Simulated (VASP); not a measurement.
Here is a VASP 6.6.1 calculation.

The input INCAR:

```
SYSTEM = Ca3Nb
  PREC = Accurate
  ENCUT = 520
  EDIFF = 1E-6
  ISMEAR = 0
  SIGMA = 0.1
  LREAL = .FALSE.
  LASPH = .TRUE.
  NELM = 100
  ALGO = Fast
  ISIF = 2
  LWAVE = .FALSE.
  LCHARG = .TRUE.
  GGA = PE
  LELF = .TRUE.
  LVHAR = .TRUE.
  NBANDS = 30
```

The input KPOINTS:

```
Automatic mesh
0
G
  4 4 4
  0 0 0
```

Contents of POSCAR:

```
Ca3Nb
1.0
    4.6140274395      0.0000000000      0.0000000000
    0.0000000000      4.6140274395      0.0000000000
    0.0000000000      0.0000000000      4.6140274395
Ca Nb
3 1
Direct
    0.0000000000      0.5000000000      0.5000000000
    0.5000000000      0.0000000000      0.5000000000
    0.5000000000      0.5000000000      0.0000000000
    0.0000000000      0.0000000000      0.0000000000
```

Potentials or basis: VASP PAW PBE potentials, release 64 (Ca_sv, Nb_sv).

The run is started by

```console
$ cat potpaw_PBE.64/Ca_sv/POTCAR potpaw_PBE.64/Nb_sv/POTCAR > POTCAR
$ mpirun -np 1 vasp_std > vasp.out
```

(1) What does it give for the band gap on the k mesh?

(2) What does it give for the pressure?

Results:

(1) zero (an odd number of electrons rules out a gap without spin polarisation).

(2) 10.3 GPa.

Caveat: the cell stands under pressure.
